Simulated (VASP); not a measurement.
A run of VASP 6.6.1 is set up as follows.

INCAR

```
SYSTEM = GaAs
ALGO = Normal
EDIFF = 1E-6
ENCUT = 520
GGA = PE
ISIF = 2
ISMEAR = -1
LASPH = .TRUE.
LCHARG = .TRUE.
LELF = .TRUE.
LREAL = .FALSE.
LVHAR = .TRUE.
LWAVE = .FALSE.
NBANDS = 16
NELM = 60
PREC = Accurate
SIGMA = 0.05
```

The input KPOINTS:

```
k-points
0
G
  4 4 4
  0 0 0
```

POSCAR

```
GaAs
1.0
    0.0000000000      2.8268500000      2.8268500000
    2.8268500000      0.0000000000      2.8268500000
    2.8268500000      2.8268500000      0.0000000000
As Ga
1 1
Direct
    0.7500000000      0.7500000000      0.7500000000
    0.0000000000      0.0000000000      0.0000000000
```

Potentials or basis: VASP PAW PBE potentials, release 64 (As, Ga_d).

Command:

```console
$ cat potpaw_PBE.64/As/POTCAR potpaw_PBE.64/Ga_d/POTCAR > POTCAR
$ mpirun -np 1 vasp_std > vasp.out
```

(1) What does it give for the band gap on the k mesh?

(2) Estimate the pressure.

Results:

(1) 0.51 eV, direct.

(2) 3.7 GPa.

Caveat: the k points lie up to 0.48 Å⁻¹ apart.
